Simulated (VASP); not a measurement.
# V3Re (Fm-3m) in VASP: notebook

The runs below take V3Re through single point, with LDA.

Program: VASP 6.6.1. These are calculated values, not measurements. Logs are shortened: lines on timing, memory, paths and dates and some standing lists are left out, and cuts for length are marked.

## (1) The cell of the first run

The structure is cubic, space group Fm-3m (No. 225). Conventional cell: a = 5.796 Å, b = 5.796 Å, c = 5.796 Å, α = 90.00°, β = 90.00°, γ = 90.00°. Within 3.3 Å of V (site symmetry -43m) lie 10 V at 2.51 to 2.90 Å and 4 Re at 2.51 Å. Within 3.3 Å of V (site symmetry m-3m) lie 8 V at 2.51 Å and 6 Re at 2.90 Å. Within 3.3 Å of Re (site symmetry m-3m) lie 14 V at 2.51 to 2.90 Å.

## (2) Single point, LDA, collinear spin, ferromagnetic start

The input, INCAR:

```
SYSTEM = V3Re
PREC = Accurate ; ENCUT = 520
EDIFF = 1E-7 ; ISMEAR = -1
SIGMA = 0.1 ; LREAL = .FALSE.
LASPH = .TRUE. ; NELM = 150
ALGO = Normal ; ISIF = 2
LWAVE = .FALSE. ; LCHARG = .FALSE.
ISPIN = 2 ; MAGMOM = 1 1 1 0
LORBIT = 11 ; LMAXMIX = 4
NBANDS = 35
```

The input, KPOINTS:

```
Automatic mesh
0
G
  7 7 7
  0 0 0
```

The input, POSCAR:

```
V3Re
1.0
    0.0000000000      2.8978671479      2.8978671479
    2.8978671479      0.0000000000      2.8978671479
    2.8978671479      2.8978671479      0.0000000000
V Re
3 1
Direct
    0.7500000000      0.7500000000      0.7500000000
    0.2500000000      0.2500000000      0.2500000000
    0.0000000000      0.0000000000      0.0000000000
    0.5000000000      0.5000000000      0.5000000000
```

Potentials or basis: VASP PAW LDA potentials, release 64 (V_sv, Re).

Launch:

```sh
$ cat potpaw_LDA.64/V_sv/POTCAR potpaw_LDA.64/Re/POTCAR > POTCAR
$ mpirun -np 1 vasp_std > vasp.out
```

OUTCAR:

```text
SYSTEM = V3Re
   PREC = Accurate
   ENCUT = 520
   EDIFF = 1E-7
   ISMEAR = -1
   LREAL = .FALSE.
   LASPH = .TRUE.
   NELM = 150
   ISIF = 2
   ISPIN = 2
   LORBIT = 11

 ion  position               nearest neighbor table
   1  0.750  0.750  0.750-   4 2.51   4 2.51   4 2.51   3 2.51   4 2.51   3 2.51   3 2.51   3 2.51
                             2 2.90   2 2.90   2 2.90   2 2.90   2 2.90   2 2.90
   2  0.250  0.250  0.250-   3 2.51   3 2.51   3 2.51   3 2.51   4 2.51   4 2.51   4 2.51   4 2.51
                             1 2.90   1 2.90   1 2.90   1 2.90   1 2.90   1 2.90
   3  0.000  0.000  0.000-   1 2.51   1 2.51   1 2.51   1 2.51   2 2.51   2 2.51   2 2.51   2 2.51
                             4 2.90   4 2.90   4 2.90   4 2.90   4 2.90   4 2.90
   4  0.500  0.500  0.500-   2 2.51   2 2.51   2 2.51   1 2.51   2 2.51   1 2.51   1 2.51   1 2.51
                             3 2.90   3 2.90   3 2.90   3 2.90   3 2.90   3 2.90

  LATTYP: Found a face centered cubic cell.
 ALAT       =     5.7957342958

  Lattice vectors:

 A1 = (   0.0000000000,   2.8978671479,   2.8978671479)
 A2 = (   2.8978671479,   0.0000000000,   2.8978671479)
 A3 = (   2.8978671479,   2.8978671479,   0.0000000000)

Analysis of symmetry for initial positions (statically):
=====================================================================
 Subroutine PRICEL returns:
 Original cell was already a primitive cell.

 Routine SETGRP: Setting up the symmetry group for a
 face centered cubic supercell.

 Subroutine GETGRP returns: Found 48 space group operations
 (whereof 48 operations were pure point group operations)
 out of a pool of 48 trial point group operations.

The static configuration has the point symmetry O_h .

Analysis of symmetry for dynamics (positions and initial velocities):
=====================================================================
 Subroutine PRICEL returns:
 Original cell was already a primitive cell.

 Routine SETGRP: Setting up the symmetry group for a
 face centered cubic supercell.

 Subroutine GETGRP returns: Found 48 space group operations
 (whereof 48 operations were pure point group operations)
 out of a pool of 48 trial point group operations.

The dynamic configuration has the point symmetry O_h .

Analysis of structural, dynamic, and magnetic symmetry:
=====================================================================
 Subroutine PRICEL returns:
 Original cell was already a primitive cell.

 Routine SETGRP: Setting up the symmetry group for a
 face centered cubic supercell.

 Subroutine GETGRP returns: Found 48 space group operations
 (whereof 48 operations were pure point group operations)
 out of a pool of 48 trial point group operations.

The overall configuration has the point symmetry O_h .

 Subroutine INISYM returns: Found 48 space group operations
 (whereof 48 operations are pure point group operations),
 and found     1 'primitive' translations

----------------------------------------------------------------------------------------

                                     Primitive cell

  volume of cell :      48.6705

  direct lattice vectors                    reciprocal lattice vectors
     0.000000000  2.897867148  2.897867148    -0.172540691  0.172540691  0.172540691
     2.897867148  0.000000000  2.897867148     0.172540691 -0.172540691  0.172540691
     2.897867148  2.897867148  0.000000000     0.172540691  0.172540691 -0.172540691

  length of vectors
     4.098203023  4.098203023  4.098203023     0.298849243  0.298849243  0.298849243

  position of ions in fractional coordinates (direct lattice)
     0.750000000  0.750000000  0.750000000
     0.250000000  0.250000000  0.250000000
     0.000000000  0.000000000  0.000000000
     0.500000000  0.500000000  0.500000000

  ion indices of the primitive-cell ions
   primitive index   ion index
                 1           1
                 2           2
                 3           3
                 4           4

----------------------------------------------------------------------------------------

 KPOINTS: Automatic mesh

Automatic generation of k-mesh.
 Grid dimensions read from file:
 generate k-points for:    7    7    7

 Generating k-lattice:

  Cartesian coordinates                     Fractional coordinates (reciprocal lattice)
    -0.024648670  0.024648670  0.024648670     0.142857143  0.000000000  0.000000000
     0.024648670 -0.024648670  0.024648670     0.000000000  0.142857143  0.000000000
     0.024648670  0.024648670 -0.024648670     0.000000000  0.000000000  0.142857143

  Length of vectors
     0.042692749  0.042692749  0.042692749

  Shift w.r.t. Gamma in fractional coordinates (k-lattice)
     0.000000000  0.000000000  0.000000000

 Subroutine IBZKPT returns following result:
 ===========================================

 Found     20 irreducible k-points:

 Following reciprocal coordinates:
            Coordinates               Weight
  0.000000  0.000000  0.000000      1.000000
  0.142857  0.000000  0.000000      8.000000
  0.285714  0.000000  0.000000      8.000000
  0.428571  0.000000  0.000000      8.000000
  0.142857  0.142857  0.000000      6.000000
  0.285714  0.142857  0.000000     24.000000
[... 12 lines left out ...]
 -0.428571  0.428571  0.142857     24.000000
 -0.285714  0.428571  0.142857     24.000000
   k-points           NKPTS =     20   k-points in BZ     NKDIM =     20   number of bands    NBANDS=     35
   number of dos      NEDOS =    301   number of ions     NIONS =      4
   total plane-waves  NPLWV =  27000
   dimension x,y,z NGX =    30 NGY =   30 NGZ =   30
   dimension x,y,z NGXF=    60 NGYF=   60 NGZF=   60
   ions per type =               3   1
   NGX,Y,Z   is equivalent  to a cutoff of  12.17, 12.17, 12.17 a.u.
   NGXF,Y,Z  is equivalent  to a cutoff of  24.34, 24.34, 24.34 a.u.
 SYSTEM =  V3Re
   PREC   = accura    normal or accurate (medium, high low for compatibility)
   ISTART =      0    job   : 0-new  1-cont  2-samecut
   ICHARG =      2    charge: 1-file 2-atom 10-const
   ISPIN  =      2    spin polarized calculation?
   LNONCOLLINEAR =      F non collinear calculations
   LSORBIT =      F    spin-orbit coupling
   LASPH  =      T    aspherical Exc in radial PAW
   ENCUT  =  520.0 eV  38.22 Ry    6.18 a.u.   7.62  7.62  7.62*2*pi/ulx,y,z
   NELM   =    150;   NELMIN=  2; NELMDL= -5     # of ELM steps
   EDIFF  = 0.1E-06   stopping-criterion for ELM
   LREAL  =      F    real-space projection
   EDIFFG = 0.1E-05   stopping-criterion for IOM
   NSW    =      0    number of steps for IOM
   IBRION =     -1    ionic relax: 0-MD 1-quasi-New 2-CG
   NFREE  =      0    steps in history (QN), initial steepest desc. (CG)
   ISIF   =      2    stress and relaxation
   ISYM   =      2    0-nonsym 1-usesym 2-fastsym
   POTIM  = 0.5000    time-step for ionic-motion
   TEBEG  =    0.0;   TEEND  =   0.0 temperature during run
   PSTRESS=    0.0 pullay stress
   NELECT =      46.0000    total number of electrons
   NUPDOWN=      -1.0000    fix difference up-down
   EMIN   =  10.00;   EMAX   =-10.00  energy-range for DOS
   EFERMI =   0.00;   METHOD = LEGACY
   ISMEAR =    -1;   SIGMA  =   0.10  broadening in eV -4-tet -1-fermi 0-gaus
   EFERMI_NEDOS =   21; number of points for ismear=-14 and -15
   IALGO  =     38    algorithm
   IMIX   =      4    mixing-type and parameters
     AMIX     =   0.40;   BMIX     =  1.00
     AMIX_MAG =   1.60;   BMIX_MAG =  1.00
  volume/ion in A,a.u.               =      12.17        82.11
  Fermi-wavevector in a.u.,A,eV,Ry     =   1.606592  3.036019 35.118519  2.581138
  Thomas-Fermi vector in A             =   2.702755
   LORBIT       =     11    0 simple, 1 ext, 2 COOP (PROOUT), +10 PAW based schemes
   GGA     = CA    functional components
   LHFCALC =     F    Hartree Fock is set to
   AEXX    =    0.0000 exact exchange contribution
   IVDW    =     0    specifies the selected vdW correction
   LEPSILON=     F    determine dielectric tensor
   LRPA    =     F    only Hartree local field effects (RPA)
 spin polarized calculation
  energy-cutoff  :      520.00
  volume of cell :       48.67
 maximum number of plane-waves:      1363
   NGX = 15   NGY = 15   NGZ = 15

 number of electron      45.9999979 magnetization      -0.0006942

 number of electron      45.9999979 magnetization       0.0000071

 Free energy of the ion-electron system (eV)
  ---------------------------------------------------
  ext. energy  EPLUGINS =         0.00000000
  ---------------------------------------------------
  free energy    TOTEN  =       -44.61284269 eV

  energy without entropy =      -44.52184510  energy(sigma->0) =      -44.56734390

 E-fermi :  10.7283     XC(G=0): -14.0991

 val. band max:       10.7089638868   @ k =  -0.4286   0.2857   0.0000
 cond. band min:      10.7978249225   @ k =  -0.4286   0.4286   0.0000
 fundamental gap:      0.0888610357
 Fermi energy:        10.7282523788

 spin component 1

 k-point     1 :       0.0000    0.0000    0.0000
  band No.  band energies     occupation
      1     -52.2143      1.00000
      2     -52.0083      1.00000
      3     -51.8203      1.00000
      4     -26.5864      1.00000
      5     -26.5864      1.00000
      6     -26.5864      1.00000
[... 749 lines left out ...]
     34      15.2648      0.00000
     35      15.3525      0.00000
 Fermi energy:        10.7282523788

 spin component 2

 k-point     1 :       0.0000    0.0000    0.0000
  band No.  band energies     occupation
      1     -52.2144      1.00000
      2     -52.0084      1.00000
      3     -51.8203      1.00000
      4     -26.5864      1.00000
      5     -26.5864      1.00000
      6     -26.5864      1.00000
[... 749 lines left out ...]
     34      15.2648      0.00000
     35      15.3525      0.00000

------------------------ aborting loop because EDIFF is reached ----------------------------------------

  FORCE on cell =-STRESS in cart. coord.  units (eV):
  Direction    XX          YY          ZZ          XY          YZ          ZX
  --------------------------------------------------------------------------------------
  -------------------------------------------------------------------------------------
  Total        5.4274140      5.4274140      5.4274140     -0.0000000      0.0000000      0.0000000
  in kB      178.6644411    178.6644411    178.6644411     -0.0000000      0.0000000      0.0000000
  external PRESSURE =     178.6644411 kB  Pullay stress =       0.0000000 kB

 VOLUME and BASIS-vectors are now :
 -----------------------------------------------------------------------------
  energy-cutoff  :      520.00
  volume of cell :       48.67
      direct lattice vectors                 reciprocal lattice vectors
     0.000000000  2.897867148  2.897867148    -0.172540691  0.172540691  0.172540691
     2.897867148  0.000000000  2.897867148     0.172540691 -0.172540691  0.172540691
     2.897867148  2.897867148  0.000000000     0.172540691  0.172540691 -0.172540691

 POSITION                                       TOTAL-FORCE (eV/Angst)
 -----------------------------------------------------------------------------------
      4.34680      4.34680      4.34680         0.000000      0.000000     -0.000000
      1.44893      1.44893      1.44893         0.000000      0.000000      0.000000
      0.00000      0.00000      0.00000        -0.000000     -0.000000     -0.000000
      2.89787      2.89787      2.89787        -0.000000     -0.000000     -0.000000
 -----------------------------------------------------------------------------------
    total drift:                                0.000000     -0.000000      0.000000

  FREE ENERGIE OF THE ION-ELECTRON SYSTEM (eV)
  ---------------------------------------------------
  free  energy   TOTEN  =       -44.6128426910 eV

  energy  without entropy=      -44.5218451035  energy(sigma->0) =      -44.56734390

 total charge

# of ion       s       p       d       tot
------------------------------------------
    1        2.375   6.298   3.292  11.965
    2        2.375   6.298   3.292  11.965
    3        2.356   6.265   3.268  11.890
    4        0.727   0.668   5.093   6.488
--------------------------------------------------
tot          7.834  19.530  14.944  42.308

 magnetization (x)

# of ion       s       p       d       tot
------------------------------------------
    1       -0.000   0.000  -0.000  -0.000
    2       -0.000   0.000  -0.000  -0.000
    3        0.000   0.000   0.000   0.000
    4        0.000   0.000   0.000   0.000
--------------------------------------------------
tot         -0.000   0.000   0.000   0.000
```

Run time: 72 s. Hardware: 1 thread of Oxide Virtual Turin-like, shared host; peak memory 0.16 GiB.

Results:

```yaml
Free_energy: -44.6128 eV
Pressure: 17.9 GPa
Band_gap_on_the_k_mesh: zero (filled and empty bands overlap)
Net_moment: 0.00 μB per cell
Valence_electrons_inside_the_program's_atomic_spheres: V 11.96, 11.89 (each value once); Re 6.49
```

Levels at points of the mesh, in eV from the Fermi level:
Spin up:
```tsv
k point	band 20	band 21	band 22	band 23	band 24	band 25	band 26	band 27
(0.00, 0.00, 0.00)	-1.39	-1.39	-0.06	-0.06	-0.06	2.46	2.46	2.93
```
Spin down:
```
           k point  band 20  band 21  band 22  band 23  band 24  band 25  band 26  band 27
(0.00, 0.00, 0.00)    -1.39    -1.39    -0.06    -0.06    -0.06     2.46     2.46     2.93
```

Caveat: the cell stands under pressure; the moments typed at the start vanished in this run; spin-orbit coupling is left out, which moves the levels of the heavy elements.

## (3) Single point, LDA, collinear spin, ferromagnetic start

This run uses another cell than the first one, of 12.51 Å³/atom.

The input, INCAR:

```
SYSTEM = V3Re
  ALGO = Normal
  EDIFF = 1E-7
  ENCUT = 520
  ISIF = 2
  ISMEAR = -1
  ISPIN = 2
  LASPH = .TRUE.
  LCHARG = .TRUE.
  LELF = .TRUE.
  LMAXMIX = 4
  LORBIT = 11
  LREAL = .FALSE.
  LVHAR = .TRUE.
  LWAVE = .FALSE.
  MAGMOM = 1 1 1 0
  NBANDS = 35
  NELM = 150
  PREC = Accurate
  SIGMA = 0.1
```

The input, KPOINTS:

```
k-points
0
G
  7 7 7
  0 0 0
```

The input, POSCAR:

```
V3Re
1.0
    0.0000000000      2.9244545702      2.9244545702
    2.9244545702      0.0000000000      2.9244545702
    2.9244545702      2.9244545702      0.0000000000
V Re
3 1
Direct
    0.7500000000      0.7500000000      0.7500000000
    0.2500000000      0.2500000000      0.2500000000
    0.0000000000      0.0000000000      0.0000000000
    0.5000000000      0.5000000000      0.5000000000
```

Potentials or basis: VASP PAW LDA potentials, release 64 (V_sv, Re).

Launch:

```sh
$ cat potpaw_LDA.64/V_sv/POTCAR potpaw_LDA.64/Re/POTCAR > POTCAR
$ mpirun -np 1 vasp_std > vasp.out
```

Run time: 1.7 min. Hardware: 1 thread of Oxide Virtual Turin-like, shared host; peak memory 0.16 GiB.

Results (log left out):

```
Free energy                                           : -44.7263 eV
Pressure                                              : 9.0 GPa
Band gap on the k mesh                                : zero (filled and empty bands overlap)
Net moment                                            : 0.00 μB per cell
Valence electrons inside the program's atomic spheres : V 11.90, 11.83 (each value once); Re 6.40
```

Levels at points of the mesh, in eV from the Fermi level:
Spin up:
```
           k point  band 20  band 21  band 22  band 23  band 24  band 25  band 26  band 27
(0.00, 0.00, 0.00)    -1.36    -1.36    -0.04    -0.04    -0.04     2.39     2.39     2.83
```
Spin down:
```
           k point  band 21  band 22  band 23  band 24  band 25  band 26
(0.00, 0.00, 0.00)    -1.36    -0.04    -0.04    -0.04     2.39     2.39
```

Caveat: the cell stands under pressure; the moments typed at the start vanished in this run; spin-orbit coupling is left out, which moves the levels of the heavy elements.

## (4) Single point, LDA, collinear spin, ferromagnetic start

This run uses another cell than the first one, of 12.84 Å³/atom.

The input, INCAR:

```
SYSTEM = V3Re
PREC = Accurate
ENCUT = 520
EDIFF = 1E-7
ISMEAR = -1
SIGMA = 0.1
LREAL = .FALSE.
LASPH = .TRUE.
NELM = 150
ALGO = Normal
ISIF = 2
LWAVE = .FALSE.
LCHARG = .FALSE.
ISPIN = 2
MAGMOM = 1 1 1 0
LORBIT = 11
LMAXMIX = 4
GGA = CA
NBANDS = 35
```

The input, KPOINTS:

```
regular mesh
0
G
  7 7 7
  0 0 0
```

The input, POSCAR:

```
V3Re
1.0
    0.0000000000      2.9505671534      2.9505671534
    2.9505671534      0.0000000000      2.9505671534
    2.9505671534      2.9505671534      0.0000000000
V Re
3 1
Direct
    0.7500000000      0.7500000000      0.7500000000
    0.2500000000      0.2500000000      0.2500000000
    0.0000000000      0.0000000000      0.0000000000
    0.5000000000      0.5000000000      0.5000000000
```

Launch:

```sh
$ cat potpaw_LDA.64/V_sv/POTCAR potpaw_LDA.64/Re/POTCAR > POTCAR
$ mpirun -np 1 vasp_std > vasp.out
```

Wall time 2.7 min (1 thread of Oxide Virtual Turin-like, shared host); peak memory 0.16 GiB.

The run converged. Its results:

| Quantity | Value |
| --- | --- |
| Free energy | -44.7700 eV |
| Pressure | 1.3 GPa |
| Band gap on the k mesh | zero (filled and empty bands overlap) |
| Net moment | 0.00 μB per cell |
| Valence electrons inside the program's atomic spheres | V 11.84, 11.78 (each value once); Re 6.32 |

Levels at points of the mesh, in eV from the Fermi level:
Spin up:
| k point | band 20 | band 21 | band 22 | band 23 | band 24 | band 25 | band 26 | band 27 |
| --- | --- | --- | --- | --- | --- | --- | --- | --- |
| (0.00, 0.00, 0.00) | -1.33 | -1.33 | -0.03 | -0.03 | -0.03 | 2.32 | 2.32 | 2.74 |
Spin down:
```
           k point  band 19  band 20  band 21  band 22  band 23  band 24  band 25  band 26  band 27  band 28
(0.00, 0.00, 0.00)    -1.33    -1.33    -1.33    -0.03    -0.03    -0.03     2.32     2.32     2.74     2.74
```

Caveat: the moments typed at the start vanished in this run; spin-orbit coupling is left out, which moves the levels of the heavy elements.

(Part 1 of 2 ends here.)

The gap in the log of VASP goes by the Fermi energy; the results here count the filled bands.